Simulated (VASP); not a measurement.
**Ag: single point with r2SCAN**

The system is Ag.

```
Ag
1.0
     2.90339    0.00000    0.00000
    -1.45169    2.51441    0.00000
     0.00000    0.00000    9.48337
Ag
4
Direct
  0.00000 0.00000 0.00000
  0.00000 0.00000 0.50000
  0.33333 0.66667 0.25000
  0.66667 0.33333 0.75000
```

| Quantity | Value |
| --- | --- |
| Program | VASP 6.6.1 |
| Task | single point |
| Functional | r2SCAN |
| Potentials or basis | VASP PAW PBE potentials, release 64 (Ag) |
| Cutoff | 520 eV |
| k mesh | 18 × 18 × 6 |
| Occupations | gaussian, width 0.1 eV |
| Spin | no spin polarisation |
| Dipole correction | no |
| Further INCAR settings | ALGO = Normal; EDIFF = 1e-07; NBANDS = 30 |

```yaml
Pressure: 0.1 GPa
Band_gap_on_the_k_mesh: zero (band 22 reaches 11.80 eV, above the bottom of band 23 at 4.85 eV)
```

Levels at points of the mesh, in eV from the Fermi level:
| k point | band 20 | band 21 | band 22 | band 23 | band 24 | band 25 |
| --- | --- | --- | --- | --- | --- | --- |
| (0.00, 0.00, 0.00) | -3.71 | -3.71 | -3.31 | -3.31 | -0.28 | 3.63 |
| (0.50, 0.00, 0.00) | -3.09 | -0.10 | 0.86 | 1.05 | 1.63 | 4.39 |
| (0.00, 0.00, 0.50) | -3.47 | -3.47 | -3.47 | -2.46 | -2.46 | 6.64 |
| (0.50, 0.00, 0.50) | -3.13 | 0.31 | 0.31 | 1.47 | 1.47 | 4.88 |

It took 9.1 min on 1 thread of Intel(R) Xeon(R) Platinum 8488C (Sapphire Rapids), with other jobs on the host, peak memory 0.36 GiB.

Caveat: the PAW data sets were made with another functional, which shifts forces and pressure a little.
